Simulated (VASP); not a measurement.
# LaGa2 (P6/mmm) in VASP: further runs, part 2 of 2

VASP 6.6.1. Earlier steps stand in the parts before.

## 6. Single point, LDA

This run uses another cell than the first one, of 24.74 Å³/atom.

Contents of INCAR:

```
  PREC = Accurate
  ENCUT = 520
  EDIFF = 1E-6
  ISMEAR = -1
  SIGMA = 0.3
  LREAL = False
  LASPH = True
  NELM = 60
  ALGO = Normal
  ISIF = 2
  LWAVE = False
  LCHARG = False
  NBANDS = 26
```

Contents of KPOINTS:

```
regular mesh
0
Gamma
  8 8 7
```

Contents of POSCAR:

```
LaGa2
1.0
    4.3768486245      0.0000000000      0.0000000000
   -2.1884243123      3.7904623564      0.0000000000
    0.0000000000      0.0000000000      4.4741119273
La Ga
1 2
Direct
    0.0000000000      0.0000000000      0.0000000000
    0.3333333333      0.6666666667      0.5000000000
    0.6666666667      0.3333333333      0.5000000000
```

Potentials or basis: VASP PAW LDA potentials, release 64 (La, Ga_d).

On the command line:

```
cat potpaw_LDA.64/La/POTCAR potpaw_LDA.64/Ga_d/POTCAR > POTCAR
mpirun -np 1 vasp_std > vasp.out
```

OUTCAR:

```text
PREC = Accurate
   ENCUT = 520
   EDIFF = 1E-6
   ISMEAR = -1
   LREAL = False
   LASPH = True
   NELM = 60
   ISIF = 2

 ion  position               nearest neighbor table
   1  0.000  0.000  0.000-
   2  0.333  0.667  0.500-   3 2.53   3 2.53   3 2.53
   3  0.667  0.333  0.500-   2 2.53   2 2.53   2 2.53

  LATTYP: Found a hexagonal cell.
 ALAT       =     4.3768486245
 C/A-ratio  =     1.0222222222

  Lattice vectors:

 A1 = (   4.3768486245,   0.0000000000,   0.0000000000)
 A2 = (  -2.1884243123,   3.7904623564,   0.0000000000)
 A3 = (   0.0000000000,   0.0000000000,   4.4741119273)

Analysis of symmetry for initial positions (statically):
=====================================================================
 Subroutine PRICEL returns:
 Original cell was already a primitive cell.

 Routine SETGRP: Setting up the symmetry group for a
 hexagonal supercell.

 Subroutine GETGRP returns: Found 24 space group operations
 (whereof 24 operations were pure point group operations)
 out of a pool of 24 trial point group operations.

The static configuration has the point symmetry D_6h.

Analysis of symmetry for dynamics (positions and initial velocities):
=====================================================================
 Subroutine PRICEL returns:
 Original cell was already a primitive cell.

 Routine SETGRP: Setting up the symmetry group for a
 hexagonal supercell.

 Subroutine GETGRP returns: Found 24 space group operations
 (whereof 24 operations were pure point group operations)
 out of a pool of 24 trial point group operations.

The dynamic configuration has the point symmetry D_6h.

 Subroutine INISYM returns: Found 24 space group operations
 (whereof 24 operations are pure point group operations),
 and found     1 'primitive' translations

----------------------------------------------------------------------------------------

                                     Primitive cell

  volume of cell :      74.2268

  direct lattice vectors                    reciprocal lattice vectors
     4.376848625  0.000000000  0.000000000     0.228474888  0.131910029  0.000000000
    -2.188424312  3.790462356  0.000000000     0.000000000  0.263820058  0.000000000
     0.000000000  0.000000000  4.474111927     0.000000000  0.000000000  0.223508043

  length of vectors
     4.376848625  4.376848849  4.474111927     0.263820072  0.263820058  0.223508043

  position of ions in fractional coordinates (direct lattice)
     0.000000000  0.000000000  0.000000000
     0.333333333  0.666666667  0.500000000
     0.666666667  0.333333333  0.500000000

  ion indices of the primitive-cell ions
   primitive index   ion index
                 1           1
                 2           2
                 3           3

----------------------------------------------------------------------------------------

 KPOINTS: regular mesh

Automatic generation of k-mesh.
 Grid dimensions read from file:
 generate k-points for:    8    8    7

 Generating k-lattice:

  Cartesian coordinates                     Fractional coordinates (reciprocal lattice)
     0.028559361  0.016488754  0.000000000     0.125000000  0.000000000  0.000000000
     0.000000000  0.032977507  0.000000000     0.000000000  0.125000000  0.000000000
     0.000000000  0.000000000  0.031929720     0.000000000  0.000000000  0.142857143

  Length of vectors
     0.032977509  0.032977507  0.031929720

  Shift w.r.t. Gamma in fractional coordinates (k-lattice)
     0.000000000  0.000000000  0.000000000

 Subroutine IBZKPT returns following result:
 ===========================================

 Found     40 irreducible k-points:

 Following reciprocal coordinates:
            Coordinates               Weight
  0.000000  0.000000  0.000000      1.000000
  0.125000 -0.000000  0.000000      6.000000
  0.250000 -0.000000  0.000000      6.000000
  0.375000 -0.000000  0.000000      6.000000
  0.500000 -0.000000  0.000000      3.000000
  0.125000  0.125000  0.000000      6.000000
[... 16 lines left out ...]
  0.250000 -0.000000  0.285714     12.000000
  0.375000 -0.000000  0.285714     12.000000
 [... further k-points ...]
   k-points           NKPTS =     40   k-points in BZ     NKDIM =     40   number of bands    NBANDS=     26
   number of dos      NEDOS =    301   number of ions     NIONS =      3
   total plane-waves  NPLWV =  46656
   dimension x,y,z NGX =    36 NGY =   36 NGZ =   36
   dimension x,y,z NGXF=    72 NGYF=   72 NGZF=   72
   ions per type =               1   2
   NGX,Y,Z   is equivalent  to a cutoff of  13.67, 13.67, 13.38 a.u.
   NGXF,Y,Z  is equivalent  to a cutoff of  27.35, 27.35, 26.75 a.u.
 SYSTEM =  unknown system
   PREC   = accura    normal or accurate (medium, high low for compatibility)
   ISTART =      0    job   : 0-new  1-cont  2-samecut
   ICHARG =      2    charge: 1-file 2-atom 10-const
   ISPIN  =      1    spin polarized calculation?
   LNONCOLLINEAR =      F non collinear calculations
   LSORBIT =      F    spin-orbit coupling
   LASPH  =      T    aspherical Exc in radial PAW
   ENCUT  =  520.0 eV  38.22 Ry    6.18 a.u.   8.14  8.14  8.32*2*pi/ulx,y,z
   NELM   =     60;   NELMIN=  2; NELMDL= -5     # of ELM steps
   EDIFF  = 0.1E-05   stopping-criterion for ELM
   LREAL  =      F    real-space projection
   EDIFFG = 0.1E-04   stopping-criterion for IOM
   NSW    =      0    number of steps for IOM
   IBRION =     -1    ionic relax: 0-MD 1-quasi-New 2-CG
   NFREE  =      0    steps in history (QN), initial steepest desc. (CG)
   ISIF   =      2    stress and relaxation
   ISYM   =      2    0-nonsym 1-usesym 2-fastsym
   POTIM  = 0.5000    time-step for ionic-motion
   TEBEG  =    0.0;   TEEND  =   0.0 temperature during run
   PSTRESS=    0.0 pullay stress
   NELECT =      37.0000    total number of electrons
   NUPDOWN=      -1.0000    fix difference up-down
   EMIN   =  10.00;   EMAX   =-10.00  energy-range for DOS
   EFERMI =   0.00;   METHOD = LEGACY
   ISMEAR =    -1;   SIGMA  =   0.30  broadening in eV -4-tet -1-fermi 0-gaus
   EFERMI_NEDOS =   21; number of points for ismear=-14 and -15
   IALGO  =     38    algorithm
   IMIX   =      4    mixing-type and parameters
     AMIX     =   0.40;   BMIX     =  1.00
     AMIX_MAG =   1.60;   BMIX_MAG =  1.00
  volume/ion in A,a.u.               =      24.74       166.97
  Fermi-wavevector in a.u.,A,eV,Ry     =   1.298041  2.452943 22.924613  1.684912
  Thomas-Fermi vector in A             =   2.429395
   LORBIT       =      0    0 simple, 1 ext, 2 COOP (PROOUT), +10 PAW based schemes
   GGA     = CA    functional components
   LHFCALC =     F    Hartree Fock is set to
   AEXX    =    0.0000 exact exchange contribution
   IVDW    =     0    specifies the selected vdW correction
   LEPSILON=     F    determine dielectric tensor
   LRPA    =     F    only Hartree local field effects (RPA)
 non-spin polarized calculation
  energy-cutoff  :      520.00
  volume of cell :       74.23
 maximum number of plane-waves:      2010
 NGX is ok and might be reduce to    36
   NGX = 17   NGY = 17   NGZ = 17

 number of electron      36.9999981 magnetization

 Free energy of the ion-electron system (eV)
  ---------------------------------------------------
  ext. energy  EPLUGINS =         0.00000000
  ---------------------------------------------------
  free energy    TOTEN  =       -15.08385028 eV

  energy without entropy =      -14.50588265  energy(sigma->0) =      -14.79486647

 E-fermi :   6.1896     XC(G=0): -10.5318

 val. band max:        6.1464374196   @ k =   0.2500  -0.0000   0.1429
 cond. band min:       6.2261293737   @ k =   0.0000   0.0000   0.0000
 fundamental gap:      0.0796919541
 Fermi energy:         6.1895700452

 k-point     1 :       0.0000    0.0000    0.0000
  band No.  band energies     occupation
      1     -26.3008      2.00000
      2     -10.0530      2.00000
      3      -9.9157      2.00000
      4      -9.9157      2.00000
      5      -8.5666      2.00000
      6      -8.5083      2.00000
[... 18 lines left out ...]
     25       8.3255      0.00162
     26       8.5945      0.00066

 k-point     2 :       0.1250   -0.0000    0.0000
  band No.  band energies     occupation
      1     -26.2977      2.00000
      2     -10.0512      2.00000
      3      -9.9663      2.00000
      4      -9.9242      2.00000
      5      -8.5708      2.00000
      6      -8.5392      2.00000
[... 18 lines left out ...]
     25       8.3255      0.00162
[... 608 lines left out ...]
     25       8.2393      0.00215
     26       8.2901      0.00182

 k-point    24 :       0.3750   -0.0000    0.2857
  band No.  band energies     occupation
      1     -26.2778      2.00000
      2     -10.1739      2.00000
      3     -10.1508      2.00000
      4      -9.9710      2.00000
      5      -8.6432      2.00000
      6      -8.6323      2.00000
[... 18 lines left out ...]
     25       8.2438      0.00212
     26       8.2647      0.00198

 [... further k-points ...]
[... 5 lines left out ...]
  --------------------------------------------------------------------------------------
  -------------------------------------------------------------------------------------
  Total       -2.9848864     -2.9848868     -2.3708575      0.0000000     -0.0000000     -0.0000000
  in kB      -64.4284713    -64.4284801    -51.1747199      0.0000000     -0.0000000     -0.0000000
  external PRESSURE =     -60.0105571 kB  Pullay stress =       0.0000000 kB

 VOLUME and BASIS-vectors are now :
 -----------------------------------------------------------------------------
  energy-cutoff  :      520.00
  volume of cell :       74.23
      direct lattice vectors                 reciprocal lattice vectors
     4.376848625  0.000000000  0.000000000     0.228474888  0.131910029  0.000000000
    -2.188424312  3.790462356  0.000000000     0.000000000  0.263820058  0.000000000
     0.000000000  0.000000000  4.474111927     0.000000000  0.000000000  0.223508043

 POSITION                                       TOTAL-FORCE (eV/Angst)
 -----------------------------------------------------------------------------------
      0.00000      0.00000      0.00000         0.000000      0.000000      0.000000
     -0.00000      2.52697      2.23706         0.000000      0.000000     -0.000000
      2.18842      1.26349      2.23706        -0.000000      0.000000      0.000000
 -----------------------------------------------------------------------------------
    total drift:                                0.000000      0.000000     -0.000000

  FREE ENERGIE OF THE ION-ELECTRON SYSTEM (eV)
  ---------------------------------------------------
  free  energy   TOTEN  =       -15.0838502776 eV

  energy  without entropy=      -14.5058826529  energy(sigma->0) =      -14.79486647
```

OSZICAR:

```text
N       E                     dE             d eps       ncg     rms          rms(c)
DAV:   1     0.274971201413E+03    0.27497E+03   -0.16013E+04  2120   0.239E+03
DAV:   2     0.254488818005E+02   -0.24952E+03   -0.23703E+03  2506   0.394E+02
DAV:   3    -0.117639891200E+02   -0.37213E+02   -0.35860E+02  2478   0.153E+02
DAV:   4    -0.150702330459E+02   -0.33062E+01   -0.31473E+01  3666   0.380E+01
DAV:   5    -0.152315517552E+02   -0.16132E+00   -0.16043E+00  3222   0.670E+00    0.305E+00
DAV:   6    -0.151194363226E+02    0.11212E+00   -0.33891E-01  3240   0.715E+00    0.167E+00
DAV:   7    -0.150856778312E+02    0.33758E-01   -0.77980E-02  3286   0.237E+00    0.394E-01
DAV:   8    -0.150839354531E+02    0.17424E-02   -0.99172E-03  3104   0.989E-01    0.883E-02
DAV:   9    -0.150838398855E+02    0.95568E-04   -0.12978E-03  3792   0.259E-01    0.202E-02
DAV:  10    -0.150838392552E+02    0.63034E-06   -0.15254E-04  3164   0.128E-01    0.888E-03
DAV:  11    -0.150838426231E+02   -0.33679E-05   -0.41273E-05  3174   0.390E-02    0.469E-03
DAV:  12    -0.150838451579E+02   -0.25348E-05   -0.22158E-05  2604   0.132E-02    0.129E-03
DAV:  13    -0.150838467571E+02   -0.15991E-05   -0.16656E-05  2072   0.891E-03    0.396E-04
DAV:  14    -0.150838481514E+02   -0.13943E-05   -0.13818E-05  1524   0.411E-03    0.235E-04
DAV:  15    -0.150838493186E+02   -0.11672E-05   -0.11554E-05  1472   0.304E-03    0.132E-04
DAV:  16    -0.150838502776E+02   -0.95904E-06   -0.95139E-06  1306   0.219E-03
   1 F= -.15083850E+02 E0= -.14794866E+02  d E =-.577968E+00
```

stdout:

```text
POSCAR found type information on POSCAR LaGa
 POSCAR found :  2 types and       3 ions
 scaLAPACK will be used
 LDA part: xc-table for (Slater(with rela. corr.)+CA(PZ))
 , standard interpolation
 POSCAR, INCAR and KPOINTS ok, starting setup
 FFT: planning ... GRIDC
 FFT: planning ... GRID_SOFT
 FFT: planning ... GRID
 WAVECAR not read
 entering main loop
```

It took 40 s on 1 thread of Intel Xeon 6975P-C (Granite Rapids), shared host; peak memory 0.23 GiB.

What came out:

| Property | Result |
| --- | --- |
| Free energy | -15.0839 eV |
| Pressure | -6.0 GPa |
| Band gap on the k mesh | zero (an odd number of electrons rules out a gap without spin polarisation) |

Caveat: the cell stands under tension; so wide a smearing shifts energies and pressures; spin-orbit coupling is left out, which moves the levels of the heavy elements.

## 7. Overview

```csv
cell,gap on the mesh (eV),pressure (GPa)
"a = 4.140, b = 4.140, c = 4.232 Å, angles 90.0, 90.0, 120.0°, 3 atoms",none,6.3
"a = 4.202, b = 4.202, c = 4.295 Å, angles 90.0, 90.0, 120.0°, 3 atoms",none,2.1
"a = 4.262, b = 4.262, c = 4.356 Å, angles 90.0, 90.0, 120.0°, 3 atoms",none,-1.3
"a = 4.320, b = 4.320, c = 4.416 Å, angles 90.0, 90.0, 120.0°, 3 atoms",none,-3.9
"a = 4.377, b = 4.377, c = 4.474 Å, angles 90.0, 90.0, 120.0°, 3 atoms",none,-6.0
```

Alike in all rows: task single point; level LDA; potentials or basis VASP PAW LDA potentials, release 64 (La, Ga_d); no spin polarisation; k mesh 8 × 8 × 7; cutoff (eV) 520; smearing fermi-dirac 0.3 eV.

Caveats: so wide a smearing shifts energies and pressures; spin-orbit coupling is left out, which moves the levels of the heavy elements; the cell stands under tension (at least some runs); the cell stands under pressure (at least some runs).

Total energies depend on the potentials used, so only differences within one code and one set of settings carry meaning.
